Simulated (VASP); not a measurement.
# CdTe (F-43m) in VASP: notebook

CdTe is run at these levels: r2SCAN; tasks: single point, relaxation of cell and atoms.

Everything below comes from runs of VASP 6.6.1. Logs are shortened: lines on timing, memory, paths and dates and some standing lists are left out, and cuts for length are marked.

**1. The cell of the first run**

The structure is cubic, space group F-43m (No. 216). Conventional cell: a = 6.558 Å, b = 6.558 Å, c = 6.558 Å, α = 90.00°, β = 90.00°, γ = 90.00°. Within 3.7 Å of Cd (site symmetry -43m) lie 4 Te at 2.84 Å. Te (site symmetry -43m) has 4 Cd at 2.84 Å within 3.7 Å.

**2. Single point, r2SCAN**

Input file POSCAR:

```
CdTe
1.0
    0.0000000000      3.2788487484      3.2788487484
    3.2788487484      0.0000000000      3.2788487484
    3.2788487484      3.2788487484      0.0000000000
Cd Te
1 1
Direct
    0.0000000000      0.0000000000      0.0000000000
    0.7500000000      0.7500000000      0.7500000000
```

Input file INCAR.step1:

```
PREC = Accurate ; ENCUT = 520
ISMEAR = 0 ; SIGMA = 0.02
LREAL = F ; LASPH = T
NELM = 100 ; NBANDS = 16
GGA = PE ; ALGO = Normal
EDIFF = 1E-4 ; LWAVE = T
LCHARG = F
```

Input file INCAR.step2:

```
PREC = Accurate ; ENCUT = 520
EDIFF = 1E-6 ; ISMEAR = 0
SIGMA = 0.02 ; LREAL = F
LASPH = T ; NELM = 100
ALGO = Normal ; ISIF = 2
LWAVE = F ; LCHARG = T
METAGGA = R2SCAN ; LMIXTAU = T
LELF = T ; LVHAR = T
NBANDS = 16 ; ISTART = 1
```

Input file KPOINTS:

```
Automatic mesh
0
Gamma
  8 8 8
```

Potentials or basis: VASP PAW PBE potentials, release 64 (Cd, Te).

Started as:

```bash
$ cat potpaw_PBE.64/Cd/POTCAR potpaw_PBE.64/Te/POTCAR > POTCAR
$ cp INCAR.step1 INCAR
$ mpirun -np 1 vasp_std > vasp.out
$ cp INCAR.step2 INCAR
$ mpirun -np 1 vasp_std > vasp.out
```

OUTCAR:

```text
PREC = Accurate
   ENCUT = 520
   EDIFF = 1E-6
   ISMEAR = 0
   LREAL = F
   LASPH = T
   NELM = 100
   ISIF = 2
   METAGGA = R2SCAN
   ISTART = 1

 ion  position               nearest neighbor table
   1  0.000  0.000  0.000-   2 2.84   2 2.84   2 2.84   2 2.84
   2  0.750  0.750  0.750-   1 2.84   1 2.84   1 2.84   1 2.84

  LATTYP: Found a face centered cubic cell.
 ALAT       =     6.5576974968

  Lattice vectors:

 A1 = (   0.0000000000,   3.2788487484,   3.2788487484)
 A2 = (   3.2788487484,   0.0000000000,   3.2788487484)
 A3 = (   3.2788487484,   3.2788487484,   0.0000000000)

Analysis of symmetry for initial positions (statically):
=====================================================================
 Subroutine PRICEL returns:
 Original cell was already a primitive cell.

 Routine SETGRP: Setting up the symmetry group for a
 face centered cubic supercell.

 Subroutine GETGRP returns: Found 24 space group operations
 (whereof 24 operations were pure point group operations)
 out of a pool of 48 trial point group operations.

The static configuration has the point symmetry T_d .

Analysis of symmetry for dynamics (positions and initial velocities):
=====================================================================
 Subroutine PRICEL returns:
 Original cell was already a primitive cell.

 Routine SETGRP: Setting up the symmetry group for a
 face centered cubic supercell.

 Subroutine GETGRP returns: Found 24 space group operations
 (whereof 24 operations were pure point group operations)
 out of a pool of 48 trial point group operations.

The dynamic configuration has the point symmetry T_d .

 Subroutine INISYM returns: Found 24 space group operations
 (whereof 24 operations are pure point group operations),
 and found     1 'primitive' translations

----------------------------------------------------------------------------------------

                                     Primitive cell

  volume of cell :      70.5008

  direct lattice vectors                    reciprocal lattice vectors
     0.000000000  3.278848748  3.278848748    -0.152492548  0.152492548  0.152492548
     3.278848748  0.000000000  3.278848748     0.152492548 -0.152492548  0.152492548
     3.278848748  3.278848748  0.000000000     0.152492548  0.152492548 -0.152492548

  length of vectors
     4.636992369  4.636992369  4.636992369     0.264124841  0.264124841  0.264124841

[... 79 lines left out ...]
   NELM   =    100;   NELMIN=  2; NELMDL=  0     # of ELM steps
   EDIFF  = 0.1E-05   stopping-criterion for ELM
   LREAL  =      F    real-space projection
   EDIFFG = 0.1E-04   stopping-criterion for IOM
   NSW    =      0    number of steps for IOM
   IBRION =     -1    ionic relax: 0-MD 1-quasi-New 2-CG
   NFREE  =      0    steps in history (QN), initial steepest desc. (CG)
   ISIF   =      2    stress and relaxation
   ISYM   =      2    0-nonsym 1-usesym 2-fastsym
   POTIM  = 0.5000    time-step for ionic-motion
   TEBEG  =    0.0;   TEEND  =   0.0 temperature during run
   PSTRESS=    0.0 pullay stress
   NELECT =      18.0000    total number of electrons
   NUPDOWN=      -1.0000    fix difference up-down
   EMIN   =  10.00;   EMAX   =-10.00  energy-range for DOS
   EFERMI =   0.00;   METHOD = LEGACY
   ISMEAR =     0;   SIGMA  =   0.02  broadening in eV -4-tet -1-fermi 0-gaus
   EFERMI_NEDOS =   21; number of points for ismear=-14 and -15
   IALGO  =     38    algorithm
   IMIX   =      4    mixing-type and parameters
     AMIX     =   0.40;   BMIX     =  1.00
     AMIX_MAG =   1.60;   BMIX_MAG =  1.00
  volume/ion in A,a.u.               =      35.25       237.88
  Fermi-wavevector in a.u.,A,eV,Ry     =   1.038566  1.962606 14.675519  1.078620
  Thomas-Fermi vector in A             =   2.173057
   LORBIT       =      0    0 simple, 1 ext, 2 COOP (PROOUT), +10 PAW based schemes
   METAGGA = R2SCAN    functional components
   LHFCALC =     F    Hartree Fock is set to
   AEXX    =    0.0000 exact exchange contribution
   IVDW    =     0    specifies the selected vdW correction
   LEPSILON=     F    determine dielectric tensor
   LRPA    =     F    only Hartree local field effects (RPA)
 non-spin polarized calculation
 Gauss-broadening in eV      SIGMA  =   0.02
  energy-cutoff  :      520.00
  volume of cell :       70.50
 maximum number of plane-waves:      1924
 NGX is ok and might be reduce to    36
   NGX = 17   NGY = 17   NGZ = 17

 number of electron      18.0000005 magnetization

 Free energy of the ion-electron system (eV)
  ---------------------------------------------------
  ext. energy  EPLUGINS =         0.00000000
  ---------------------------------------------------
  free energy    TOTEN  =       -46.64520846 eV

  energy without entropy =      -46.64520846  energy(sigma->0) =      -46.64520846

 E-fermi :   1.9279     XC(G=0):  -8.9410

 val. band max:        1.7838782333   @ k =   0.0000   0.0000   0.0000
 cond. band min:       2.9419601678   @ k =   0.0000   0.0000   0.0000
 fundamental gap:      1.1580819345
 Fermi energy:         1.9278991141

 k-point     1 :       0.0000    0.0000    0.0000
  band No.  band energies     occupation
      1      -9.5401      2.00000
      2      -6.6623      2.00000
      3      -6.6623      2.00000
      4      -6.6623      2.00000
      5      -6.4048      2.00000
      6      -6.4048      2.00000
[... 433 lines left out ...]
      3      -6.5648      2.00000
      4      -6.4187      2.00000
      5      -6.3992      2.00000
      6      -5.9664      2.00000
[... 8 lines left out ...]
     15      12.3497      0.00000
     16      12.9191      0.00000

 [... further k-points ...]

------------------------ aborting loop because EDIFF is reached ----------------------------------------

  FORCE on cell =-STRESS in cart. coord.  units (eV):
  Direction    XX          YY          ZZ          XY          YZ          ZX
  --------------------------------------------------------------------------------------
  -------------------------------------------------------------------------------------
  Total        0.0491057      0.0491057      0.0491057     -0.0000000      0.0000000     -0.0000000
  in kB        1.1159591      1.1159591      1.1159591     -0.0000000      0.0000000     -0.0000000
  external PRESSURE =       1.1159591 kB  Pullay stress =       0.0000000 kB

 VOLUME and BASIS-vectors are now :
 -----------------------------------------------------------------------------
  energy-cutoff  :      520.00
  volume of cell :       70.50
      direct lattice vectors                 reciprocal lattice vectors
     0.000000000  3.278848748  3.278848748    -0.152492548  0.152492548  0.152492548
     3.278848748  0.000000000  3.278848748     0.152492548 -0.152492548  0.152492548
     3.278848748  3.278848748  0.000000000     0.152492548  0.152492548 -0.152492548

 POSITION                                       TOTAL-FORCE (eV/Angst)
 -----------------------------------------------------------------------------------
      0.00000      0.00000      0.00000        -0.000000      0.000000      0.000000
      4.91827      4.91827      4.91827         0.000000     -0.000000     -0.000000
 -----------------------------------------------------------------------------------
    total drift:                                0.000001      0.000001      0.000001

  FREE ENERGIE OF THE ION-ELECTRON SYSTEM (eV)
  ---------------------------------------------------
  free  energy   TOTEN  =       -46.6452084586 eV

  energy  without entropy=      -46.6452084586  energy(sigma->0) =      -46.64520846
```

Wall time 2.7 min (1 thread of Intel Xeon 8259CL, shared host); peak memory 0.23 GiB.

Results:

| Item | Value |
| --- | --- |
| Free energy | -46.6452 eV |
| Pressure | 0.1 GPa |
| Band gap on the k mesh | 1.16 eV |

Caveat: the PAW data sets were made with another functional, which shifts forces and pressure a little; spin-orbit coupling is left out, which moves the levels of the heavy elements.

**3. Relaxation of cell and atoms, r2SCAN**

This run uses another cell than the first one, of 35.36 Å³/atom.

Input file POSCAR:

```
CdTe
1.0
    0.0000000000      3.2821135600      3.2821135600
    3.2821135600      0.0000000000      3.2821135600
    3.2821135600      3.2821135600      0.0000000000
Cd Te
1 1
Direct
    0.0000000000      0.0000000000      0.0000000000
    0.7500000000      0.7500000000      0.7500000000
```

Input file INCAR.step1:

```
PREC = Accurate
ENCUT = 600
ISMEAR = 0
SIGMA = 0.02
LREAL = False
LASPH = True
NELM = 100
GGA = PE
ALGO = Normal
EDIFF = 1E-4
LWAVE = True
LCHARG = False
```

Input file INCAR.step2:

```
PREC = Accurate
ENCUT = 600
EDIFF = 1E-6
ISMEAR = 0
SIGMA = 0.02
LREAL = False
LASPH = True
NELM = 100
ALGO = Normal
ISIF = 3
LWAVE = False
LCHARG = False
METAGGA = R2SCAN
LMIXTAU = True
IBRION = 2
NSW = 100
EDIFFG = -0.005
ISTART = 1
```

KPOINTS is that of step 2.

Potentials or basis: VASP PAW PBE potentials, release 64 (Cd, Te).

Started as:

```bash
$ cat potpaw_PBE.64/Cd/POTCAR potpaw_PBE.64/Te/POTCAR > POTCAR
$ cp INCAR.step1 INCAR
$ mpirun -np 1 vasp_std > vasp.out
$ cp INCAR.step2 INCAR
$ mpirun -np 1 vasp_std > vasp.out
```

It took 4.7 min on 1 thread of Intel Xeon 8259CL, shared host; peak memory 0.28 GiB.

Results (log left out):

- Free energy: -46.6457 eV
- Relaxed volume: 35.31 Å³/atom
- Relaxed cell: a = 4.639 Å, b = 4.639 Å, c = 4.639 Å, α = 60.00°, β = 60.00°, γ = 60.00°
- Space group after relaxing (to 0.1 Å): F-43m (No. 216)
- Energy gained by relaxing: 0.0 meV/atom
- Ionic steps: 2
- Pressure after relaxing: 0.0 GPa
- Band gap on the k mesh: 1.15 eV

Final structure:
```
Cd Te
1.0
     0.00000    3.28054    3.28054
     3.28054    0.00000    3.28054
     3.28054    3.28054    0.00000
Cd Te
1 1
Direct
  0.00000 0.00000 0.00000
  0.75000 0.75000 0.75000
```

Levels at points of the mesh, in eV from the valence-band top:
```
           k point  band 6  band 7  band 8  band 9  band 10  band 11  band 12  band 13
(0.00, 0.00, 0.00)   -8.19    0.00    0.00    0.00     1.15     5.06     5.06     5.06
(0.50, 0.00, 0.00)   -7.84   -4.28   -0.74   -0.74     2.19     5.60     5.60     7.38
(0.50, 0.50, 0.00)   -7.70   -4.17   -1.79   -1.79     2.96     2.99     9.25     9.63
```

Caveat: the PAW data sets were made with another functional, which shifts forces and pressure a little; spin-orbit coupling is left out, which moves the levels of the heavy elements.
